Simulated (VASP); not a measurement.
Set up this calculation in VASP 6.6.1, as the native input.

* Task: single point
* Functional: LDA
* Potentials or basis: VASP PAW LDA potentials, release 64 (Ti_sv, S)
* Cutoff: 520 eV
* k mesh: 6 × 6 × 6
* Occupations: fermi-dirac, width 0.05 eV
* Spin: no spin polarisation
* Dipole correction: no
* Further INCAR settings: ALGO = Normal; EDIFF = 1e-07; NBANDS = 32

The structure of Ti3S2 lies in POSCAR:

```
Ti3S2
1.0
    2.6589864469      1.5351665409      3.1739242988
   -2.6589864469      1.5351665409      3.1739242988
    0.0000000000     -3.0703330818      3.1739242988
Ti S
3 2
Direct
    0.0000000000      0.3366151808      0.6633848192
    0.6633848192      0.0000000000      0.3366151808
    0.3366151808      0.6633848192      0.0000000000
    0.1675808092      0.1675808092      0.1675808092
    0.8324191908      0.8324191908      0.8324191908
```

The input as run:

INCAR

```
PREC = Accurate ; ENCUT = 520
EDIFF = 1E-7 ; ISMEAR = -1
SIGMA = 0.05 ; LREAL = F
LASPH = T ; NELM = 100
ALGO = Normal ; ISIF = 2
LWAVE = F ; LCHARG = T
LELF = T ; LVHAR = T
NBANDS = 32
```

KPOINTS

```
Automatic mesh
0
Gamma
  6 6 6
```

Potentials or basis: VASP PAW LDA potentials, release 64 (Ti_sv, S).

Command:

```bash
$ cat potpaw_LDA.64/Ti_sv/POTCAR potpaw_LDA.64/S/POTCAR > POTCAR
$ mpirun -np 1 vasp_std > vasp.out
```

Results of the run:

The pressure is 0.2 GPa, the largest force is 0.009 eV/Å and the band gap on the k mesh is zero (bands 24 and 25 overlap by 0.21 eV).

Run time: 2.2 min on 1 thread of Intel(R) Xeon(R) Platinum 8488C (Sapphire Rapids), on a shared host, peak memory 0.21 GiB.
